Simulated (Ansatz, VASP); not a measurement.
One calculation of AlRu, two programs

```
CELL_PARAMETERS angstrom
2.99160 0.00000 0.02244
0.00000 2.99160 0.00000
0.02244 0.00000 2.99160
ATOMIC_POSITIONS crystal
Al 0.00000 0.00000 0.00000
Ru 0.50000 0.50000 0.50000
```

Change from the starting cell: strain +0.0150 x Voigt [0, 0, 0, 0, 1, 0], atoms carried along.

Alike in both runs: task single point; functional r2SCAN; k mesh 20 × 20 × 20; occupations gaussian, width 0.15 eV; no spin polarisation.

```csv
,VASP,Ansatz
version,VASP 6.6.1,Ansatz 0.2.0
potentials or method,"VASP PAW PBE potentials, release 64 (Al, Ru_pv), cutoff 520 eV","scalar-relativistic, plane waves, PAW"
valence electrons in the cell,17,19
```

Ansatz gave:

| Property | Result |
| --- | --- |
| gap on the k mesh at the Fermi level (eV) | none |
| pressure (GPa) | -1.9 |
| traceless stress, the component that is largest in VASP (GPa) | -1.98 |

Problem. What did VASP give for the same quantities?

Solution. gap on the k mesh at the Fermi level (eV): none; pressure (GPa): -1.8; traceless stress, the component that is largest in VASP (GPa): -1.98.

VASP's potentials were made for PBE, not for r2SCAN. A gap of «none» marks a metal or a gap that the smearing closes. VASP's potentials hold 17 valence electrons a cell and Ansatz's 19, so a difference there can come from the potentials and not from the codes.
